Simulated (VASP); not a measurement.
Runs of VASP 6.6.1 on SrO. The structure is hexagonal, space group P6_3mc (No. 186). Conventional cell: a = 4.275 Å, b = 4.275 Å, c = 5.156 Å, α = 90.00°, β = 90.00°, γ = 120.00°. Within 3.3 Å of Sr (site symmetry 3m) lie 5 O at 2.47 to 2.58 Å. O (site symmetry 3m) has 5 Sr at 2.47 to 2.58 Å within 3.3 Å. 

```csv
k mesh,gap on the mesh (eV),pressure (GPa),largest force (eV/Å)
6 × 6 × 4,3.01,0.1,0.02
3 × 3 × 2,2.99,(a),0.02
12 × 12 × 6,3.01,0.1,0.02
6 × 6 × 6,3.01,0.1,0.02
```

Alike in all rows: task single point; level r2SCAN; potentials or basis VASP PAW PBE potentials, release 64 (Sr_sv, O); no spin polarisation; cell as given; cutoff (eV) 520; smearing gaussian 0.01 eV.

Fill in the values left out.

(a) 0.4.

Caveats: some runs use coarse meshes; the PAW data sets were made with another functional, which shifts forces and pressure a little.

A k mesh can miss the band edges, and the runs leave out spin-orbit coupling on Sr.
